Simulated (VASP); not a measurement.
# PbS (P-6m2) in VASP: single point with PBEsol

Aim: the single point of PbS with PBEsol.

Everything below comes from runs of VASP 6.6.1. Logs are shortened: lines on timing, memory, paths and dates and some standing lists are left out, and cuts for length are marked.

**1. The cell of the first run**

Symmetry: P-6m2, No. 187, hexagonal system. The conventional cell has a = 4.090 Å, b = 4.090 Å, c = 3.788 Å, α = 90.00°, β = 90.00°, γ = 120.00°. Within 4.0 Å of Pb (site symmetry -6m2) lie 6 S at 3.03 Å and 2 Pb at 3.79 Å. Within 4.0 Å of S (site symmetry -6m2) lie 6 Pb at 3.03 Å and 2 S at 3.79 Å.

**2. Single point, PBEsol**

File INCAR:

```
SYSTEM = PbS
ALGO = Normal ; EDIFF = 1E-6
ENCUT = 500 ; GGA = PS
GGA_COMPAT = .False. ; ISIF = 2
ISMEAR = 0 ; LASPH = .True.
LCHARG = .False. ; LREAL = .False.
LWAVE = .False. ; NBANDS = 17
NELM = 120 ; PREC = Accurate
SIGMA = 0.01
```

File KPOINTS:

```
k-points
0
Gamma
  5 5 5
  0 0 0
```

File POSCAR:

```
PbS
1.0
    4.0896980000      0.0000000000      0.0000000000
   -2.0448490000      3.5417823618      0.0000000000
    0.0000000000      0.0000000000      3.7881670000
Pb S
1 1
Direct
    0.0000000000      0.0000000000      0.0000000000
    0.6666670000      0.3333330000      0.5000000000
```

Potentials or basis: VASP PAW PBE potentials, release 64 (Pb_d, S).

On the command line:

```console
cat potpaw_PBE.64/Pb_d/POTCAR potpaw_PBE.64/S/POTCAR > POTCAR
mpirun -np 1 vasp_std > vasp.out
```

OUTCAR:

```text
SYSTEM = PbS
   EDIFF = 1E-6
   ENCUT = 500
   GGA = PS
   ISIF = 2
   ISMEAR = 0
   LASPH = .True.
   LREAL = .False.
   NELM = 120
   PREC = Accurate

 ion  position               nearest neighbor table
   1  0.000  0.000  0.000-   2 3.03   2 3.03   2 3.03   2 3.03   2 3.03   2 3.03
   2  0.667  0.333  0.500-   1 3.03   1 3.03   1 3.03   1 3.03   1 3.03   1 3.03

  LATTYP: Found a hexagonal cell.
 ALAT       =     4.0896980000
 C/A-ratio  =     0.9262705950

  Lattice vectors:

 A1 = (   4.0896980000,   0.0000000000,   0.0000000000)
 A2 = (  -2.0448490000,   3.5417823618,   0.0000000000)
 A3 = (   0.0000000000,   0.0000000000,   3.7881670000)

Analysis of symmetry for initial positions (statically):
=====================================================================
 Subroutine PRICEL returns:
 Original cell was already a primitive cell.

 Routine SETGRP: Setting up the symmetry group for a
 hexagonal supercell.

 Subroutine GETGRP returns: Found 12 space group operations
 (whereof 12 operations were pure point group operations)
 out of a pool of 24 trial point group operations.

The static configuration has the point symmetry D_3h.

Analysis of symmetry for dynamics (positions and initial velocities):
=====================================================================
 Subroutine PRICEL returns:
 Original cell was already a primitive cell.

 Routine SETGRP: Setting up the symmetry group for a
 hexagonal supercell.

 Subroutine GETGRP returns: Found 12 space group operations
 (whereof 12 operations were pure point group operations)
 out of a pool of 24 trial point group operations.

The dynamic configuration has the point symmetry D_3h.

 Subroutine INISYM returns: Found 12 space group operations
 (whereof 12 operations are pure point group operations),
 and found     1 'primitive' translations

----------------------------------------------------------------------------------------

                                     Primitive cell

  volume of cell :      54.8709

  direct lattice vectors                    reciprocal lattice vectors
     4.089698000  0.000000000  0.000000000     0.244516832  0.141171859  0.000000000
    -2.044849000  3.541782362  0.000000000     0.000000000  0.282343718  0.000000000
     0.000000000  0.000000000  3.788167000     0.000000000  0.000000000  0.263979914

  length of vectors
     4.089698000  4.089698000  3.788167000     0.282343718  0.282343718  0.263979914

  position of ions in fractional coordinates (direct lattice)
     0.000000000  0.000000000  0.000000000
     0.666667000  0.333333000  0.500000000

  ion indices of the primitive-cell ions
   primitive index   ion index
                 1           1
                 2           2

----------------------------------------------------------------------------------------

 KPOINTS: k-points

Automatic generation of k-mesh.
 Grid dimensions read from file:
 generate k-points for:    5    5    5

 Generating k-lattice:

  Cartesian coordinates                     Fractional coordinates (reciprocal lattice)
     0.048903366  0.028234372  0.000000000     0.200000000  0.000000000  0.000000000
     0.000000000  0.056468744  0.000000000     0.000000000  0.200000000  0.000000000
     0.000000000  0.000000000  0.052795983     0.000000000  0.000000000  0.200000000

  Length of vectors
     0.056468744  0.056468744  0.052795983

  Shift w.r.t. Gamma in fractional coordinates (k-lattice)
     0.000000000  0.000000000  0.000000000

 Subroutine IBZKPT returns following result:
 ===========================================

 Found     15 irreducible k-points:

 Following reciprocal coordinates:
            Coordinates               Weight
  0.000000  0.000000  0.000000      1.000000
  0.200000  0.000000  0.000000      6.000000
  0.400000  0.000000  0.000000      6.000000
  0.200000  0.200000  0.000000      6.000000
  0.400000  0.200000  0.000000      6.000000
  0.000000  0.000000  0.200000      2.000000
  0.200000  0.000000  0.200000     12.000000
  0.400000  0.000000  0.200000     12.000000
  0.200000  0.200000  0.200000     12.000000
  0.400000  0.200000  0.200000     12.000000
  0.000000  0.000000  0.400000      2.000000
  0.200000  0.000000  0.400000     12.000000
  0.400000  0.000000  0.400000     12.000000
  0.200000  0.200000  0.400000     12.000000
  0.400000  0.200000  0.400000     12.000000
   k-points           NKPTS =     15   k-points in BZ     NKDIM =     15   number of bands    NBANDS=     17
   number of dos      NEDOS =    301   number of ions     NIONS =      2
   total plane-waves  NPLWV =  25200
   dimension x,y,z NGX =    30 NGY =   30 NGZ =   28
   dimension x,y,z NGXF=    60 NGYF=   60 NGZF=   56
   ions per type =               1   1
   NGX,Y,Z   is equivalent  to a cutoff of  12.19, 12.19, 12.29 a.u.
   NGXF,Y,Z  is equivalent  to a cutoff of  24.39, 24.39, 24.58 a.u.
 SYSTEM =  PbS
   PREC   = accura    normal or accurate (medium, high low for compatibility)
   ISTART =      0    job   : 0-new  1-cont  2-samecut
   ICHARG =      2    charge: 1-file 2-atom 10-const
   ISPIN  =      1    spin polarized calculation?
   LNONCOLLINEAR =      F non collinear calculations
   LSORBIT =      F    spin-orbit coupling
   LASPH  =      T    aspherical Exc in radial PAW
   ENCUT  =  500.0 eV  36.75 Ry    6.06 a.u.   7.46  7.46  6.91*2*pi/ulx,y,z
   NELM   =    120;   NELMIN=  2; NELMDL= -5     # of ELM steps
   EDIFF  = 0.1E-05   stopping-criterion for ELM
   LREAL  =      F    real-space projection
   EDIFFG = 0.1E-04   stopping-criterion for IOM
   NSW    =      0    number of steps for IOM
   IBRION =     -1    ionic relax: 0-MD 1-quasi-New 2-CG
   NFREE  =      0    steps in history (QN), initial steepest desc. (CG)
   ISIF   =      2    stress and relaxation
   ISYM   =      2    0-nonsym 1-usesym 2-fastsym
   POTIM  = 0.5000    time-step for ionic-motion
   TEBEG  =    0.0;   TEEND  =   0.0 temperature during run
   PSTRESS=    0.0 pullay stress
   NELECT =      20.0000    total number of electrons
   NUPDOWN=      -1.0000    fix difference up-down
   EMIN   =  10.00;   EMAX   =-10.00  energy-range for DOS
   EFERMI =   0.00;   METHOD = LEGACY
   ISMEAR =     0;   SIGMA  =   0.01  broadening in eV -4-tet -1-fermi 0-gaus
   EFERMI_NEDOS =   21; number of points for ismear=-14 and -15
   IALGO  =     38    algorithm
   IMIX   =      4    mixing-type and parameters
     AMIX     =   0.40;   BMIX     =  1.00
     AMIX_MAG =   1.60;   BMIX_MAG =  1.00
  volume/ion in A,a.u.               =      27.44       185.14
  Fermi-wavevector in a.u.,A,eV,Ry     =   1.169421  2.209885 18.606574  1.367545
  Thomas-Fermi vector in A             =   2.305894
   LORBIT       =      0    0 simple, 1 ext, 2 COOP (PROOUT), +10 PAW based schemes
   GGA     = PS    functional components
   LHFCALC =     F    Hartree Fock is set to
   AEXX    =    0.0000 exact exchange contribution
   IVDW    =     0    specifies the selected vdW correction
   LEPSILON=     F    determine dielectric tensor
   LRPA    =     F    only Hartree local field effects (RPA)
 non-spin polarized calculation
 Gauss-broadening in eV      SIGMA  =   0.01
  energy-cutoff  :      500.00
  volume of cell :       54.87
 maximum number of plane-waves:      1407
 NGX is ok and might be reduce to    30
   NGX = 15   NGY = 15   NGZ = 13

 number of electron      19.9999998 magnetization

 Free energy of the ion-electron system (eV)
  ---------------------------------------------------
  ext. energy  EPLUGINS =         0.00000000
  ---------------------------------------------------
  free energy    TOTEN  =        -9.18765624 eV

  energy without entropy =       -9.18765624  energy(sigma->0) =       -9.18765624

 E-fermi :   4.7909     XC(G=0):  -9.6367

 val. band max:        4.6554027891   @ k =   0.4000   0.2000   0.0000
 cond. band min:       5.5677560473   @ k =   0.4000   0.2000   0.4000
 fundamental gap:      0.9123532582
 Fermi energy:         4.7909256099

 k-point     1 :       0.0000    0.0000    0.0000
  band No.  band energies     occupation
      1     -11.7555      2.00000
      2     -11.7360      2.00000
      3     -11.7360      2.00000
      4     -11.6338      2.00000
      5     -11.6338      2.00000
      6      -8.1036      2.00000
[... 9 lines left out ...]
     16      16.0426      0.00000
     17      16.0446      0.00000

 k-point     2 :       0.2000    0.0000    0.0000
  band No.  band energies     occupation
      1     -11.7525      2.00000
      2     -11.7378      2.00000
      3     -11.7137      2.00000
      4     -11.6452      2.00000
      5     -11.6362      2.00000
      6      -7.7990      2.00000
[... 9 lines left out ...]
     16      15.1855      0.00000
     17      15.5865      0.00000

 k-point     3 :       0.4000    0.0000    0.0000
  band No.  band energies     occupation
      1     -11.7697      2.00000
      2     -11.7192      2.00000
      3     -11.6773      2.00000
      4     -11.6636      2.00000
      5     -11.6402      2.00000
      6      -7.1421      2.00000
[... 9 lines left out ...]
     16      16.0694      0.00000
     17      16.1685      0.00000

 k-point     4 :       0.2000    0.2000    0.0000
  band No.  band energies     occupation
      1     -11.7483      2.00000
      2     -11.7343      2.00000
      3     -11.6910      2.00000
      4     -11.6574      2.00000
      5     -11.6422      2.00000
      6      -7.2982      2.00000
[... 9 lines left out ...]
     16      14.9712      0.00000
     17      16.0566      0.00000
[... 163 lines left out ...]
      1     -11.7579      2.00000
      2     -11.7391      2.00000
      3     -11.6869      2.00000
      4     -11.6727      2.00000
      5     -11.6067      2.00000
      6      -6.4923      2.00000
[... 9 lines left out ...]
     16      16.2266      0.00000
     17      18.2427      0.00000

 k-point    14 :       0.2000    0.2000    0.4000
  band No.  band energies     occupation
      1     -11.7436      2.00000
      2     -11.7254      2.00000
      3     -11.6922      2.00000
      4     -11.6893      2.00000
      5     -11.6123      2.00000
      6      -6.5803      2.00000
[... 9 lines left out ...]
     16      15.5159      0.00000
     17      16.9758      0.00000

 k-point    15 :       0.4000    0.2000    0.4000
  band No.  band energies     occupation
      1     -11.7592      2.00000
      2     -11.7229      2.00000
      3     -11.6991      2.00000
      4     -11.6803      2.00000
      5     -11.6031      2.00000
      6      -6.3533      2.00000
[... 9 lines left out ...]
     16      16.4498      0.00000
     17      17.7132      0.00000

------------------------ aborting loop because EDIFF is reached ----------------------------------------

  FORCE on cell =-STRESS in cart. coord.  units (eV):
  Direction    XX          YY          ZZ          XY          YZ          ZX
  --------------------------------------------------------------------------------------
  -------------------------------------------------------------------------------------
  Total       -0.9266042     -0.9266042     -1.0135045      0.0000000     -0.0000000     -0.0000000
  in kB      -27.0559406    -27.0559406    -29.5933446      0.0000000     -0.0000000     -0.0000000
  external PRESSURE =     -27.9017420 kB  Pullay stress =       0.0000000 kB

 VOLUME and BASIS-vectors are now :
 -----------------------------------------------------------------------------
  energy-cutoff  :      500.00
  volume of cell :       54.87
      direct lattice vectors                 reciprocal lattice vectors
     4.089698000  0.000000000  0.000000000     0.244516832  0.141171859  0.000000000
    -2.044849000  3.541782362  0.000000000     0.000000000  0.282343718  0.000000000
     0.000000000  0.000000000  3.788167000     0.000000000  0.000000000  0.263979914

 POSITION                                       TOTAL-FORCE (eV/Angst)
 -----------------------------------------------------------------------------------
      0.00000      0.00000      0.00000         0.000000      0.000000      0.000000
      2.04485      1.18059      1.89408        -0.000000      0.000000      0.000000
 -----------------------------------------------------------------------------------
    total drift:                               -0.001082      0.000625      0.000000

  FREE ENERGIE OF THE ION-ELECTRON SYSTEM (eV)
  ---------------------------------------------------
  free  energy   TOTEN  =        -9.1876562416 eV

  energy  without entropy=       -9.1876562416  energy(sigma->0) =       -9.18765624
```

Run time: 21 s. Hardware: 1 thread of Intel Xeon 8259CL, shared host; peak memory 0.17 GiB.

What came out:

```
Free energy            : -9.1877 eV
Pressure               : -2.8 GPa
Band gap on the k mesh : 0.91 eV, indirect (least direct gap 2.09 eV)
```

Caveat: the PAW data sets were made with another functional, which shifts forces and pressure a little; spin-orbit coupling is left out, which moves the levels of the heavy elements. A k mesh can miss the band edges.
